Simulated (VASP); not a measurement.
# WSe2 in VASP: a series of runs, part 3 of 3

VASP 6.6.1.

## 4. Single point, PBE+D3(BJ)

Contents of INCAR:

```
SYSTEM = WSe2
PREC = Accurate
ENCUT = 520
EDIFF = 1E-6
ISMEAR = 0
SIGMA = 0.05
LREAL = .FALSE.
LASPH = .TRUE.
NELM = 60
ALGO = Normal
ISIF = 2
LWAVE = .FALSE.
LCHARG = .FALSE.
LDIPOL = .TRUE.
IDIPOL = 3
DIPOL = 0.5 0.5 0.383
GGA = PE
IVDW = 12
NBANDS = 35
```

Contents of KPOINTS:

```
Automatic mesh
0
G
  9 9 1
  0 0 0
```

Contents of POSCAR:

```
WSe2
1.0
    3.2854929709      0.0000000000      0.0000000000
   -1.6427464855      2.8453203767      0.0000000000
    0.0000000000      0.0000000000     24.2386466774
Se W
4 2
Direct
    0.3333333333      0.6666666667      0.1856539294
    0.3333333333      0.6666666667      0.3246601777
    0.7777777778      0.2222222222      0.4405907426
    0.7777777778      0.2222222222      0.5795969909
    0.6666666667      0.3333333333      0.2551570536
    1.1111111111     -0.1111111111      0.5100938667
```

Potentials or basis: VASP PAW PBE potentials, release 64 (Se, W_sv).

On the command line:

```
cat potpaw_PBE.64/Se/POTCAR potpaw_PBE.64/W_sv/POTCAR > POTCAR
mpirun -np 1 vasp_std > vasp.out
```

OUTCAR:

```text
SYSTEM = WSe2
   PREC = Accurate
   ENCUT = 520
   EDIFF = 1E-6
   ISMEAR = 0
   LREAL = .FALSE.
   LASPH = .TRUE.
   NELM = 60
   ISIF = 2
   GGA = PE
   IVDW = 12
 IVDW          = 12

 ion  position               nearest neighbor table
   1  0.333  0.667  0.186-   5 2.54   5 2.54   5 2.54
   2  0.333  0.667  0.325-   5 2.54   5 2.54   5 2.54
   3  0.778  0.222  0.441-   6 2.54   6 2.54   6 2.54
   4  0.778  0.222  0.580-   6 2.54   6 2.54   6 2.54
   5  0.667  0.333  0.255-   2 2.54   2 2.54   2 2.54   1 2.54   1 2.54   1 2.54
   6  0.111  0.889  0.510-   3 2.54   3 2.54   3 2.54   4 2.54   4 2.54   4 2.54

  LATTYP: Found a hexagonal cell.
 ALAT       =     3.2854929709
 C/A-ratio  =     7.3774763459

  Lattice vectors:

 A1 = (   3.2854929709,   0.0000000000,   0.0000000000)
 A2 = (  -1.6427464855,   2.8453203767,   0.0000000000)
 A3 = (   0.0000000000,   0.0000000000,  24.2386466774)

Analysis of symmetry for initial positions (statically):
=====================================================================
 Subroutine PRICEL returns:
 Original cell was already a primitive cell.

 Routine SETGRP: Setting up the symmetry group for a
 hexagonal supercell.

 Subroutine GETGRP returns: Found  2 space group operations
 (whereof  2 operations were pure point group operations)
 out of a pool of 24 trial point group operations.

The static configuration has the point symmetry C_1h.

Analysis of symmetry for dynamics (positions and initial velocities):
=====================================================================
 Subroutine PRICEL returns:
 Original cell was already a primitive cell.

 Routine SETGRP: Setting up the symmetry group for a
 hexagonal supercell.

 Subroutine GETGRP returns: Found  2 space group operations
 (whereof  2 operations were pure point group operations)
 out of a pool of 24 trial point group operations.

The dynamic configuration has the point symmetry C_1h.

 Subroutine INISYM returns: Found  2 space group operations
 (whereof  2 operations are pure point group operations),
 and found     1 'primitive' translations

----------------------------------------------------------------------------------------

                                     Primitive cell

  volume of cell :     226.5897

  direct lattice vectors                    reciprocal lattice vectors
     3.285492971  0.000000000  0.000000000     0.304368327  0.175727136  0.000000000
    -1.642746486  2.845320377  0.000000000     0.000000000  0.351454271  0.000000000
     0.000000000  0.000000000 24.238646677     0.000000000  0.000000000  0.041256429

  length of vectors
     3.285492971  3.285492971 24.238646677     0.351454271  0.351454271  0.041256429

  position of ions in fractional coordinates (direct lattice)
     0.333333333  0.666666667  0.185653929
     0.333333333  0.666666667  0.324660178
     0.777777778  0.222222222  0.440590743
     0.777777778  0.222222222  0.579596991
     0.666666667  0.333333333  0.255157054
     0.111111111  0.888888889  0.510093867

  ion indices of the primitive-cell ions
   primitive index   ion index
                 1           1
                 2           2
                 3           3
                 4           4
                 5           5
                 6           6

----------------------------------------------------------------------------------------

 KPOINTS: Automatic mesh
[... 52 lines left out ...]
   dimension x,y,z NGX =    24 NGY =   24 NGZ =  180
   dimension x,y,z NGXF=    48 NGYF=   48 NGZF=  360
   ions per type =               4   2
   NGX,Y,Z   is equivalent  to a cutoff of  12.14, 12.14, 12.35 a.u.
   NGXF,Y,Z  is equivalent  to a cutoff of  24.29, 24.29, 24.69 a.u.
 SYSTEM =  WSe2
   PREC   = accura    normal or accurate (medium, high low for compatibility)
   ISTART =      0    job   : 0-new  1-cont  2-samecut
   ICHARG =      2    charge: 1-file 2-atom 10-const
   ISPIN  =      1    spin polarized calculation?
   LNONCOLLINEAR =      F non collinear calculations
   LSORBIT =      F    spin-orbit coupling
   LASPH  =      T    aspherical Exc in radial PAW
   ENCUT  =  520.0 eV  38.22 Ry    6.18 a.u.   6.11  6.11 45.07*2*pi/ulx,y,z
   NELM   =     60;   NELMIN=  2; NELMDL= -5     # of ELM steps
   EDIFF  = 0.1E-05   stopping-criterion for ELM
   LREAL  =      F    real-space projection
   EDIFFG = 0.1E-04   stopping-criterion for IOM
   NSW    =      0    number of steps for IOM
   IBRION =     -1    ionic relax: 0-MD 1-quasi-New 2-CG
   NFREE  =      0    steps in history (QN), initial steepest desc. (CG)
   ISIF   =      2    stress and relaxation
   ISYM   =      2    0-nonsym 1-usesym 2-fastsym
   POTIM  = 0.5000    time-step for ionic-motion
   TEBEG  =    0.0;   TEEND  =   0.0 temperature during run
   PSTRESS=    0.0 pullay stress
   NELECT =      52.0000    total number of electrons
   NUPDOWN=      -1.0000    fix difference up-down
   EMIN   =  10.00;   EMAX   =-10.00  energy-range for DOS
   EFERMI =   0.00;   METHOD = LEGACY
   ISMEAR =     0;   SIGMA  =   0.05  broadening in eV -4-tet -1-fermi 0-gaus
   EFERMI_NEDOS =   21; number of points for ismear=-14 and -15
   IALGO  =     38    algorithm
   IMIX   =      4    mixing-type and parameters
     AMIX     =   0.40;   BMIX     =  1.00
     AMIX_MAG =   1.60;   BMIX_MAG =  1.00
  volume/ion in A,a.u.               =      37.76       254.85
  Fermi-wavevector in a.u.,A,eV,Ry     =   1.002296  1.894064 13.668371  1.004597
  Thomas-Fermi vector in A             =   2.134774
   LORBIT       =      0    0 simple, 1 ext, 2 COOP (PROOUT), +10 PAW based schemes
   GGA     = PE    functional components
   LHFCALC =     F    Hartree Fock is set to
   AEXX    =    0.0000 exact exchange contribution
   IVDW    =    12    specifies the selected vdW correction
   LEPSILON=     F    determine dielectric tensor
   LRPA    =     F    only Hartree local field effects (RPA)
 non-spin polarized calculation
 Gauss-broadening in eV      SIGMA  =   0.05
  energy-cutoff  :      520.00
  volume of cell :      226.59
 maximum number of plane-waves:      6144
   NGX = 13   NGY = 13   NGZ = 91

 dipolmoment           0.000000      0.000000     -0.000002 electrons x Angstroem

 number of electron      51.9999996 magnetization

 dipolmoment           0.000000      0.000000      0.002822 electrons x Angstroem

 Free energy of the ion-electron system (eV)
  ---------------------------------------------------
  ext. energy  EPLUGINS =         0.00000000
  ---------------------------------------------------
  free energy    TOTEN  =       -43.04514092 eV

  energy without entropy =      -43.04514092  energy(sigma->0) =      -43.04514092

 E-fermi :   1.6536     XC(G=0):  -6.1548

 val. band max:        1.2196154390   @ k =   0.0000   0.0000   0.0000
 cond. band min:       2.3715792964   @ k =  -0.3333   0.2222   0.0000
 fundamental gap:      1.1519638574
 Fermi energy:         1.6535746776

 k-point     1 :       0.0000    0.0000    0.0000
  band No.  band energies     occupation
      1     -73.1970      2.00000
      2     -73.1463      2.00000
      3     -37.4462      2.00000
      4     -37.3950      2.00000
      5     -37.3097      2.00000
      6     -37.3081      2.00000
[... 901 lines left out ...]
     34       5.7393      0.00000
     35       6.1172      0.00000

 [... further k-points ...]

------------------------ aborting loop because EDIFF is reached ----------------------------------------

 vacuum level on the upper side and lower side of the slab       (xc-potential included)        -0.120        -0.177

 Edisp (eV)   -2.47237

 E8    (eV) :    -1.1373

  FORCE on cell =-STRESS in cart. coord.  units (eV):
  Direction    XX          YY          ZZ          XY          YZ          ZX
  --------------------------------------------------------------------------------------
  -------------------------------------------------------------------------------------
  Total       0.06897     0.39604     0.96951     0.28325     0.11196    -0.19393
  in kB       0.48766     2.80030     6.85525     2.00281     0.79167    -1.37121
  external pressure =        3.38 kB  Pullay stress =        0.00 kB

 VOLUME and BASIS-vectors are now :
 -----------------------------------------------------------------------------
  energy-cutoff  :      520.00
  volume of cell :      226.59
      direct lattice vectors                 reciprocal lattice vectors
     3.285492971  0.000000000  0.000000000     0.304368327  0.175727136  0.000000000
    -1.642746486  2.845320377  0.000000000     0.000000000  0.351454271  0.000000000
     0.000000000  0.000000000 24.238646677     0.000000000  0.000000000  0.041256429

 POSITION                                       TOTAL-FORCE (eV/Angst)
 -----------------------------------------------------------------------------------
     -0.00000      1.89688      4.50000        -0.010315      0.005956     -0.029983
     -0.00000      1.89688      7.86932         0.047369     -0.027348     -0.220854
      2.19033      0.63229     10.67932        -0.042069      0.024288      0.246341
      2.19033      0.63229     14.04865        -0.008959      0.005172      0.040310
      1.64275      0.94844      6.18466         0.019051     -0.010999     -0.021870
     -1.09516      2.52917     12.36399        -0.005077      0.002931     -0.013944
 -----------------------------------------------------------------------------------
    total drift:                               -0.000150      0.000086     -0.000305

  FREE ENERGIE OF THE ION-ELECTRON SYSTEM (eV)
  ---------------------------------------------------
  free  energy   TOTEN  =       -45.5175132711 eV

  energy  without entropy=      -45.5175132711  energy(sigma->0) =      -45.51751327

 vacuum level on the upper side and lower side of the slab         5.865         5.809
```

It took 2.8 min on 1 thread of Intel Xeon Platinum 8559C (Emerald Rapids), shared host; peak memory 0.41 GiB.

What came out:

* Free energy: -45.5175 eV
* Largest force: 0.251 eV/Å
* Band gap on the k mesh: 1.15 eV, indirect (least direct gap 1.60 eV)
* Dispersion energy per atom: -0.412 eV

Forces on the atoms (eV/Å):
```
Se  -0.010  0.006 -0.030
Se   0.047 -0.027 -0.221
Se  -0.042  0.024  0.246
Se  -0.009  0.005  0.040
W    0.019 -0.011 -0.022
W   -0.005  0.003 -0.014
```

Caveat: spin-orbit coupling is left out, which moves the levels of the heavy elements.

## 5. Single point, PBE+D3(BJ)

Contents of INCAR:

```
SYSTEM = WSe2
ALGO = Normal
DIPOL = 0.5 0.5 0.393
EDIFF = 1E-7
ENCUT = 520
GGA = PE
IDIPOL = 3
ISIF = 2
ISMEAR = 0
IVDW = 12
LASPH = .TRUE.
LCHARG = .FALSE.
LDIPOL = .TRUE.
LREAL = .FALSE.
LWAVE = .FALSE.
NBANDS = 35
NELM = 60
PREC = Accurate
SIGMA = 0.05
```

Contents of KPOINTS:

```
k-points
0
G
  9 9 1
  0 0 0
```

Contents of POSCAR:

```
WSe2
1.0
    3.2854929709      0.0000000000      0.0000000000
   -1.6427464855      2.8453203767      0.0000000000
    0.0000000000      0.0000000000     24.2386466774
Se W
4 2
Direct
    0.3333333333      0.6666666667      0.1856539294
    0.3333333333      0.6666666667      0.3246601777
    0.7777777778      0.2222222222      0.4620440855
    0.7777777778      0.2222222222      0.6010503338
    0.6666666667      0.3333333333      0.2551570536
    1.1111111111     -0.1111111111      0.5315472097
```

Potentials or basis: VASP PAW PBE potentials, release 64 (Se, W_sv).

On the command line:

```
cat potpaw_PBE.64/Se/POTCAR potpaw_PBE.64/W_sv/POTCAR > POTCAR
mpirun -np 1 vasp_std > vasp.out
```

OUTCAR:

```text
SYSTEM = WSe2
   EDIFF = 1E-7
   ENCUT = 520
   GGA = PE
   ISIF = 2
   ISMEAR = 0
   IVDW = 12
   LASPH = .TRUE.
   LREAL = .FALSE.
   NELM = 60
   PREC = Accurate
 IVDW          = 12

 ion  position               nearest neighbor table
   1  0.333  0.667  0.186-   5 2.54   5 2.54   5 2.54
   2  0.333  0.667  0.325-   5 2.54   5 2.54   5 2.54
   3  0.778  0.222  0.462-   6 2.54   6 2.54   6 2.54
   4  0.778  0.222  0.601-   6 2.54   6 2.54   6 2.54
   5  0.667  0.333  0.255-   2 2.54   2 2.54   2 2.54   1 2.54   1 2.54   1 2.54
   6  0.111  0.889  0.532-   4 2.54   4 2.54   4 2.54   3 2.54   3 2.54   3 2.54

  LATTYP: Found a hexagonal cell.
[... 1127 lines left out ...]
  Total      -0.02244     0.06391    -0.18063     0.07478     0.03121    -0.05405
  in kB      -0.15864     0.45192    -1.27724     0.52876     0.22067    -0.38221
  external pressure =       -0.33 kB  Pullay stress =        0.00 kB

 VOLUME and BASIS-vectors are now :
 -----------------------------------------------------------------------------
  energy-cutoff  :      520.00
  volume of cell :      226.59
      direct lattice vectors                 reciprocal lattice vectors
     3.285492971  0.000000000  0.000000000     0.304368327  0.175727136  0.000000000
    -1.642746486  2.845320377  0.000000000     0.000000000  0.351454271  0.000000000
     0.000000000  0.000000000 24.238646677     0.000000000  0.000000000  0.041256429

 POSITION                                       TOTAL-FORCE (eV/Angst)
 -----------------------------------------------------------------------------------
     -0.00000      1.89688      4.50000        -0.002409      0.001391     -0.035745
     -0.00000      1.89688      7.86932         0.012823     -0.007403      0.084612
      2.19033      0.63229     11.19932        -0.008294      0.004788     -0.078804
      2.19033      0.63229     14.56865        -0.002083      0.001203      0.038630
      1.64275      0.94844      6.18466         0.003039     -0.001754      0.030399
     -1.09516      2.52917     12.88399        -0.003075      0.001775     -0.039092
 -----------------------------------------------------------------------------------
    total drift:                               -0.000199      0.000115     -0.000227

  FREE ENERGIE OF THE ION-ELECTRON SYSTEM (eV)
  ---------------------------------------------------
  free  energy   TOTEN  =       -45.5456338515 eV

  energy  without entropy=      -45.5456338515  energy(sigma->0) =      -45.54563385

 vacuum level on the upper side and lower side of the slab         5.858         5.840
```

stdout:

```text
POSCAR found type information on POSCAR SeW
 POSCAR found :  2 types and       6 ions
 scaLAPACK will be used
 LDA part: xc-table for (Slater+PW92), standard interpolation
 POSCAR, INCAR and KPOINTS ok, starting setup
 FFT: planning ... GRIDC
 FFT: planning ... GRID_SOFT
 FFT: planning ... GRID
 WAVECAR not read
 entering main loop
```

Wall time 2.9 min (1 thread of Intel Xeon Platinum 8559C (Emerald Rapids), shared host); peak memory 0.41 GiB.

What came out:

| Quantity | Value |
| --- | --- |
| Free energy | -45.5456 eV |
| Largest force | 0.086 eV/Å |
| Band gap on the k mesh | 1.54 eV, indirect (least direct gap 1.65 eV) |
| Dispersion energy per atom | -0.393 eV |

Forces in eV/Å, atoms in the order of the input:
```
Se  -0.002  0.001 -0.036
Se   0.013 -0.007  0.085
Se  -0.008  0.005 -0.079
Se  -0.002  0.001  0.039
W    0.003 -0.002  0.030
W   -0.003  0.002 -0.039
```

Levels at points of the mesh, in eV from the valence-band top:
| k point | band 22 | band 23 | band 24 | band 25 | band 26 | band 27 | band 28 | band 29 | band 30 | band 31 |
| --- | --- | --- | --- | --- | --- | --- | --- | --- | --- | --- |
| (0.00, 0.00, 0.00) | -1.20 | -1.18 | -1.17 | -0.60 | -0.03 | 2.91 | 2.96 | 2.98 | 3.00 | 3.09 |

Caveat: spin-orbit coupling is left out, which moves the levels of the heavy elements.
